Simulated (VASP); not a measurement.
# Sr (P6_3/mmc) in VASP: a series of runs, part 2 of 2

VASP 6.6.1. Earlier steps stand in the parts before.

### Step 4. Single point, PBEsol (strain +0.000 along x and y, +0.015 along z)

Input file INCAR:

```
SYSTEM = Sr
ALGO = Fast
EDIFF = 1E-6
ENCUT = 520
GGA = PS
ISIF = 2
ISMEAR = 0
LASPH = .TRUE.
LCHARG = .FALSE.
LREAL = .FALSE.
LWAVE = .FALSE.
NBANDS = 17
NELM = 60
PREC = Accurate
SIGMA = 0.15
```

Input file KPOINTS:

```
k-points
0
G
  15 15 8
  0 0 0
```

Input file POSCAR:

```
Sr
1.0
    4.3100002207      0.0000000000      0.0000000000
   -2.1550001104      3.7325696814      0.0000000000
    0.0000000000      0.0000000000      7.1557500000
Sr
2
Direct
    0.3333333333      0.6666666667      0.2500000000
    0.6666666667      0.3333333333      0.7500000000
```

Potentials or basis: VASP PAW PBE potentials, release 64 (Sr_sv).

The run is started by

```
> cat potpaw_PBE.64/Sr_sv/POTCAR > POTCAR
> mpirun -np 1 vasp_std > vasp.out
```

OUTCAR:

```text
SYSTEM = Sr
   EDIFF = 1E-6
   ENCUT = 520
   GGA = PS
   ISIF = 2
   ISMEAR = 0
   LASPH = .TRUE.
   LREAL = .FALSE.
   NELM = 60
   PREC = Accurate

 ion  position               nearest neighbor table
   1  0.333  0.667  0.250-   2 4.36   2 4.36   2 4.36   2 4.36   2 4.36   2 4.36
   2  0.667  0.333  0.750-   1 4.36   1 4.36   1 4.36   1 4.36   1 4.36   1 4.36

  LATTYP: Found a hexagonal cell.
 ALAT       =     4.3100002207
 C/A-ratio  =     1.6602667363

  Lattice vectors:

 A1 = (   4.3100002207,   0.0000000000,   0.0000000000)
 A2 = (  -2.1550001104,   3.7325696814,   0.0000000000)
 A3 = (   0.0000000000,   0.0000000000,   7.1557500000)

Analysis of symmetry for initial positions (statically):
=====================================================================
 Subroutine PRICEL returns:
 Original cell was already a primitive cell.

 Routine SETGRP: Setting up the symmetry group for a
 hexagonal supercell.

 Subroutine GETGRP returns: Found 24 space group operations
 (whereof 12 operations were pure point group operations)
 out of a pool of 24 trial point group operations.

The static configuration has the point symmetry D_3d.
 The point group associated with its full space group is D_6h.

Analysis of symmetry for dynamics (positions and initial velocities):
=====================================================================
 Subroutine PRICEL returns:
 Original cell was already a primitive cell.

 Routine SETGRP: Setting up the symmetry group for a
 hexagonal supercell.

 Subroutine GETGRP returns: Found 24 space group operations
 (whereof 12 operations were pure point group operations)
 out of a pool of 24 trial point group operations.

The dynamic configuration has the point symmetry D_3d.
 The point group associated with its full space group is D_6h.

 Subroutine INISYM returns: Found 24 space group operations
 (whereof 12 operations are pure point group operations),
 and found     1 'primitive' translations

[... 111 lines left out ...]
   IALGO  =     68    algorithm
   IMIX   =      4    mixing-type and parameters
     AMIX     =   0.40;   BMIX     =  1.00
     AMIX_MAG =   1.60;   BMIX_MAG =  1.00
  volume/ion in A,a.u.               =      57.56       388.42
  Fermi-wavevector in a.u.,A,eV,Ry     =   0.913492  1.726249 11.353619  0.834467
  Thomas-Fermi vector in A             =   2.038010
   LORBIT       =      0    0 simple, 1 ext, 2 COOP (PROOUT), +10 PAW based schemes
   GGA     = PS    functional components
   LHFCALC =     F    Hartree Fock is set to
   AEXX    =    0.0000 exact exchange contribution
   IVDW    =     0    specifies the selected vdW correction
   LEPSILON=     F    determine dielectric tensor
   LRPA    =     F    only Hartree local field effects (RPA)
 non-spin polarized calculation
 RMM-DIIS sequential band-by-band and
 Gauss-broadening in eV      SIGMA  =   0.15
  energy-cutoff  :      520.00
  volume of cell :      115.12
 maximum number of plane-waves:      3120
   NGX = 17   NGY = 17   NGZ = 27

 number of electron      20.0000000 magnetization

 Free energy of the ion-electron system (eV)
  ---------------------------------------------------
  ext. energy  EPLUGINS =         0.00000000
  ---------------------------------------------------
  free energy    TOTEN  =        -3.65029299 eV

  energy without entropy =       -3.62269755  energy(sigma->0) =       -3.63649527

 E-fermi :   1.3591     XC(G=0):  -7.2922

 val. band max:        1.3551641646   @ k =   0.3333   0.0000   0.0000
 cond. band min:       1.3645656151   @ k =   0.3333   0.0000   0.0000
 fundamental gap:      0.0094014505
 Fermi energy:         1.3591069463

 k-point     1 :       0.0000    0.0000    0.0000
  band No.  band energies     occupation
      1     -35.2821      2.00000
      2     -35.2716      2.00000
      3     -17.3494      2.00000
      4     -17.2118      2.00000
      5     -17.2118      2.00000
      6     -17.1906      2.00000
[... 457 lines left out ...]
      4     -17.3098      2.00000
      5     -17.2774      2.00000
      6     -17.2656      2.00000
[... 9 lines left out ...]
     16       4.8439      0.00000
     17       5.1174      0.00000

 [... further k-points ...]

------------------------ aborting loop because EDIFF is reached ----------------------------------------

  FORCE on cell =-STRESS in cart. coord.  units (eV):
  Direction    XX          YY          ZZ          XY          YZ          ZX
  --------------------------------------------------------------------------------------
  -------------------------------------------------------------------------------------
  Total       -0.6530392     -0.6530392     -0.8164338      0.0000000      0.0000000      0.0000000
  in kB       -9.0888609     -9.0888609    -11.3629518      0.0000000      0.0000000      0.0000000
  external PRESSURE =      -9.8468912 kB  Pullay stress =       0.0000000 kB

 VOLUME and BASIS-vectors are now :
 -----------------------------------------------------------------------------
  energy-cutoff  :      520.00
  volume of cell :      115.12
      direct lattice vectors                 reciprocal lattice vectors
     4.310000221  0.000000000  0.000000000     0.232018550  0.133955972  0.000000000
    -2.155000110  3.732569681  0.000000000     0.000000000  0.267911944  0.000000000
     0.000000000  0.000000000  7.155750000     0.000000000  0.000000000  0.139747755

 POSITION                                       TOTAL-FORCE (eV/Angst)
 -----------------------------------------------------------------------------------
     -0.00000      2.48838      1.78894        -0.000000      0.000000      0.000000
      2.15500      1.24419      5.36681         0.000000     -0.000000      0.000000
 -----------------------------------------------------------------------------------
    total drift:                               -0.000000      0.000000     -0.000000

  FREE ENERGIE OF THE ION-ELECTRON SYSTEM (eV)
  ---------------------------------------------------
  free  energy   TOTEN  =        -3.6502929892 eV

  energy  without entropy=       -3.6226975543  energy(sigma->0) =       -3.63649527
```

OSZICAR:

```text
N       E                     dE             d eps       ncg     rms          rms(c)
DAV:   1     0.109423251789E+03    0.10942E+03   -0.92838E+03  4598   0.981E+02
DAV:   2     0.523694842978E+01   -0.10419E+03   -0.10261E+03  5782   0.227E+02
DAV:   3    -0.339454894901E+01   -0.86315E+01   -0.86008E+01  8338   0.472E+01
DAV:   4    -0.364755364443E+01   -0.25300E+00   -0.25272E+00  6389   0.702E+00
DAV:   5    -0.365311359360E+01   -0.55599E-02   -0.55594E-02  7415   0.817E-01    0.162E+01
RMM:   6    -0.365105065929E+01    0.20629E-02   -0.12126E-02  4952   0.118E+00    0.912E+00
RMM:   7    -0.364978550079E+01    0.12652E-02   -0.24550E-02  5164   0.170E+00    0.385E-01
RMM:   8    -0.365008789255E+01   -0.30239E-03   -0.63268E-03  6122   0.474E-01    0.898E-02
RMM:   9    -0.365023462219E+01   -0.14673E-03   -0.11875E-03  7541   0.138E-01    0.886E-02
RMM:  10    -0.365027818519E+01   -0.43563E-04   -0.32754E-04  7217   0.785E-02    0.136E-01
RMM:  11    -0.365028856183E+01   -0.10377E-04   -0.11961E-04  7372   0.442E-02    0.198E-02
RMM:  12    -0.365029105747E+01   -0.24956E-05   -0.27850E-05  6397   0.175E-02    0.408E-03
RMM:  13    -0.365029285030E+01   -0.17928E-05   -0.12387E-05  5905   0.115E-02    0.169E-03
RMM:  14    -0.365029298924E+01   -0.13894E-06   -0.45485E-06  5281   0.661E-03
   1 F= -.36502930E+01 E0= -.36364953E+01  d E =-.275954E-01
```

Run time: 6.1 min. Hardware: 1 thread of Oxide Virtual Turin-like, shared host; peak memory 0.35 GiB.

Results:

```
Free energy            : -3.6503 eV
Pressure               : -1.0 GPa
Band gap on the k mesh : zero (bands 10 and 11 overlap by 0.24 eV)
```

Stress tensor (GPa, compression positive):
```
-0.91  0.00  0.00
 0.00 -0.91  0.00
 0.00  0.00 -1.14
```

Levels at points of the mesh, in eV from the Fermi level:
```tsv
k point	band 8	band 9	band 10	band 11	band 12	band 13
(0.00, 0.00, 0.00)	-18.55	-3.60	-1.19	-0.05	2.16	2.25
(0.00, 0.00, 0.50)	-18.56	-2.72	-2.72	1.19	1.19	2.26
```

Caveat: the cell differs from its parent crystal (strain +0.000 along x and y, +0.015 along z); the PAW data sets were made with another functional, which shifts forces and pressure a little.

### Step 5. Overview

| cell | further INCAR settings | gap on the mesh (eV) | pressure (GPa) |
| --- | --- | --- | --- |
| a = 4.245, b = 4.245, c = 7.261 Å, angles 90.0, 90.0, 120.0°, 2 atoms | ALGO = Fast; EDIFF = 1e-07; NBANDS = 17 | none | -0.8 |
| a = 4.375, b = 4.375, c = 6.838 Å, angles 90.0, 90.0, 120.0°, 2 atoms | ALGO = Fast; EDIFF = 1e-06; NBANDS = 17 | none | -0.8 |
| a = 4.310, b = 4.310, c = 7.156 Å, angles 90.0, 90.0, 120.0°, 2 atoms | ALGO = Fast; EDIFF = 1e-06; NBANDS = 17 | none | -1.0 |

Alike in all rows: task single point; level PBEsol; potentials or basis VASP PAW PBE potentials, release 64 (Sr_sv); no spin polarisation; k mesh 15 × 15 × 8; cutoff (eV) 520; smearing gaussian 0.15 eV.

Caveats: the PAW data sets were made with another functional, which shifts forces and pressure a little.

Total energies depend on the potentials used, so only differences within one code and one set of settings carry meaning.
